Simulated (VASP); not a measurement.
Set up this calculation in VASP 6.6.1, as the native input.

| Property | Result |
| --- | --- |
| Task | relaxation of cell and atoms |
| Functional | PBEsol |
| Potentials or basis | VASP PAW PBE potentials, release 64 (Na_pv) |
| Cutoff | 500 eV |
| k mesh | 15 × 15 × 8 |
| Occupations | fermi-dirac, width 0.1 eV |
| Spin | no spin polarisation |
| Target pressure | 19 GPa |
| Dipole correction | no |
| Further INCAR settings | ALGO = Normal; EDIFF = 1e-07; IBRION = 2; EDIFFG = -0.005; NSW = 32; ISIF = 3 |

The structure of Na lies in POSCAR:

```
Na
1.0
    2.9653988273      0.0000000000      0.0000000000
   -1.4826994136      2.5681107168      0.0000000000
    0.0000000000      0.0000000000      4.8348414050
Na
2
Direct
    0.3333333333      0.6666666667      0.2500000000
    0.6666666667      0.3333333333      0.7500000000
```

This isn't the form of Na at room conditions, which is bcc.

One way to write it, as run:

INCAR

```
SYSTEM = Na
ALGO = Normal ; EDIFF = 1E-7
EDIFFG = -0.005 ; ENCUT = 500
GGA = PS ; GGA_COMPAT = .False.
IBRION = 2 ; ISIF = 3
ISMEAR = -1 ; LASPH = .True.
LCHARG = .False. ; LREAL = .False.
LWAVE = .False. ; NELM = 120
NELMIN = 4 ; NSW = 32
PREC = Accurate ; PSTRESS = 190.0
SIGMA = 0.1
```

KPOINTS

```
k-points
0
Gamma
  15 15 8
  0 0 0
```

Potentials or basis: VASP PAW PBE potentials, release 64 (Na_pv).

Command:

```bash
$ cat potpaw_PBE.64/Na_pv/POTCAR > POTCAR
$ mpirun -np 1 vasp_std > vasp.out
```

Results of the run:

```
Pressure after relaxing : 19.0 GPa
Band gap on the k mesh  : zero (bands 7 and 8 overlap by 6.31 eV)
```

Caveat: the relaxation stopped at its first step, so nothing moved; the cell is relaxed towards a set pressure, so the run minimises the enthalpy, not the energy; the PAW data sets were made with another functional, which shifts forces and pressure a little.

Wall time 42 s on 1 thread of Intel Xeon 8259CL, on a shared host, peak memory 0.17 GiB.
